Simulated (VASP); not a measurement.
Wanted: the native input for a VASP 6.6.1 run.

- Task: relaxation of shape and atoms at fixed volume
- Functional: PBE
- Potentials or basis: VASP PAW PBE potentials, release 64 (Ni, O)
- Cutoff: 600 eV
- k mesh: 10 × 10 × 5
- Occupations: gaussian, width 0.05 eV
- Spin: collinear spin, antiferromagnetic start
- Starting moments: [1.85, -1.85, 0.0, 0.0] μB
- Hubbard terms: Ni d U = 6.2 eV
- Dipole correction: no
- Further INCAR settings: ALGO = Normal; EDIFF = 1e-06; IBRION = 2; EDIFFG = -0.01; NSW = 60; ISIF = 4

The structure of NiO lies in POSCAR:

```
NiO
1.0
    0.0000000000      2.1261674825      2.1261674825
    2.1261674825      0.0000000000      2.1261674825
    4.2493462858      4.2493462858      0.0029886792
Ni O
2 2
Direct
    0.0000000000      0.0000000000      0.0000000000
    0.0000000000      0.0000000000      0.5000000000
    0.5000000045      0.5000000045      0.2499999932
    0.4999999955      0.4999999955      0.7500000068
```

One way to write it, as run:

INCAR

```
SYSTEM = NiO
ALGO = Normal ; EDIFF = 1E-6
EDIFFG = -0.01 ; ENCUT = 600
GGA = PE ; IBRION = 2
ISIF = 4 ; ISMEAR = 0
ISPIN = 2 ; LASPH = .TRUE.
LCHARG = .FALSE. ; LDAU = .TRUE.
LDAUJ = 0 0 ; LDAUL = 2 -1
LDAUPRINT = 1 ; LDAUTYPE = 2
LDAUU = 6.2 0 ; LMAXMIX = 4
LORBIT = 11 ; LREAL = .FALSE.
LWAVE = .FALSE. ; MAGMOM = 1.85 -1.85 0 0
NELM = 150 ; NSW = 60
PREC = Accurate ; SIGMA = 0.05
```

KPOINTS

```
k-points
0
G
  10 10 5
  0 0 0
```

Potentials or basis: VASP PAW PBE potentials, release 64 (Ni, O).

Command:

```console
$ cat potpaw_PBE.64/Ni/POTCAR potpaw_PBE.64/O/POTCAR > POTCAR
$ mpirun -np 1 vasp_std > vasp.out
```

It gave:

```
Pressure after relaxing                               : -8.2 GPa
Band gap on the k mesh                                : 3.07 eV
Net moment                                            : 0.00 μB per cell
Site moments                                          : Ni +1.76, -1.76; O +0.00 μB
Valence electrons inside the program's atomic spheres : Ni 8.91; O 4.99
```

Caveat: the relaxation stopped at its first step, so nothing moved.

Run time: 5.2 min on 1 thread of Oxide Virtual Turin-like Processor, on a shared host, peak memory 0.21 GiB.
